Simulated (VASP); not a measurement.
The system is AlNi.

```
Ni Al
1.0
     2.88100    0.00000    0.00000
     0.00000    2.88100    0.00000
     0.00000    0.00000    2.88100
Ni Al
1 1
Direct
  0.50000 0.50000 0.50000
  0.00000 0.00000 0.00000
```

```yaml
Program: VASP 6.6.1
Task: relaxation of cell and atoms
Functional: revPBE
Potentials_or_basis: VASP PAW PBE potentials, release 64 (Ni, Al)
Cutoff: 600 eV
k_mesh: 9 × 9 × 9
Occupations: fermi-dirac, width 0.05 eV
Spin: collinear spin, ferromagnetic start
Starting_moments: "[1.0, 0.0] μB"
```

At the start: pressure 4.7 GPa; volume 11.96 Å³/atom.

Q: Where does the relaxation end?

A: Over 3 steps the energy falls by 5.0 meV/atom and the volume is 12.31 Å³/atom (+3.0 %); space group Pm-3m (No. 221, to 0.1 Å) before and after; moment 0.00 μB per cell.

Step by step:
```csv
step,energy change (eV),largest force (eV/Å),pressure (GPa),volume (Å³)
1,0.0000,0.0000,4.72,23.91
2,-0.0048,0.0000,-3.12,25.15
3,-0.0101,0.0000,0.01,24.62
```

Final structure:
```yaml
crystal:
  lattice:
    - [2.90907, 0.00000, 0.00000]
    - [0.00000, 2.90907, 0.00000]
    - [0.00000, 0.00000, 2.90907]
  atoms:
    - { symbol: Ni, position: [0.50000, 0.50000, 0.50000] }
    - { symbol: Al, position: [0.00000, 0.00000, 0.00000] }
```

Caveat: the PAW data sets were made with another functional, which shifts forces and pressure a little.
